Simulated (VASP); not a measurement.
PbO:

```xyz
2
Lattice="0.0000 2.3326 2.3326 2.3326 0.0000 2.3326 2.3326 2.3326 0.0000" Properties=species:S:1:pos:R:3 pbc="T T T"
Pb    0.0000    0.0000    0.0000
O     1.1663    1.1663    1.1663
```

| Quantity | Value |
| --- | --- |
| Program | VASP 6.6.1 |
| Task | relaxation of cell and atoms |
| Functional | PBE |
| Potentials or basis | VASP PAW PBE potentials, release 64 (Pb_d, O) |
| Cutoff | 600 eV |
| k mesh | 8 × 8 × 8 |
| Occupations | fermi-dirac, width 0.02 eV |
| Spin | no spin polarisation |

At the start: pressure 118.0 GPa; volume 12.69 Å³/atom.

Question: How do energy, volume and symmetry change on relaxing?

Answer: Over 5 steps the energy falls by 2227.3 meV/atom and the volume is 22.17 Å³/atom (+74.7 %); space group F-43m (No. 216, to 0.1 Å) before and after.

The path:
| step | energy change (eV) | largest force (eV/Å) | pressure (GPa) | volume (Å³) |
| --- | --- | --- | --- | --- |
| 1 | 0.0000 | 0.0000 | 117.99 | 25.38 |
| 2 | -1.2994 | 0.0000 | -23.01 | 77.53 |
| 3 | -4.4407 | 0.0000 | -2.72 | 45.95 |
| 4 | -4.4524 | 0.0000 | -1.10 | 44.96 |
| 5 | -4.4546 | 0.0000 | 0.00 | 44.34 |

Final structure:
```
Pb O
1.0
     0.00000    2.80929    2.80929
     2.80929    0.00000    2.80929
     2.80929    2.80929    0.00000
Pb O
1 1
Cartesian
  0.0000 0.0000 0.0000
  1.4046 1.4046 1.4046
```

Caveat: the volume moved by over 15 % at a fixed basis, so the end points are rough; the structure was generated, so it needn't be the stable form of PbO.
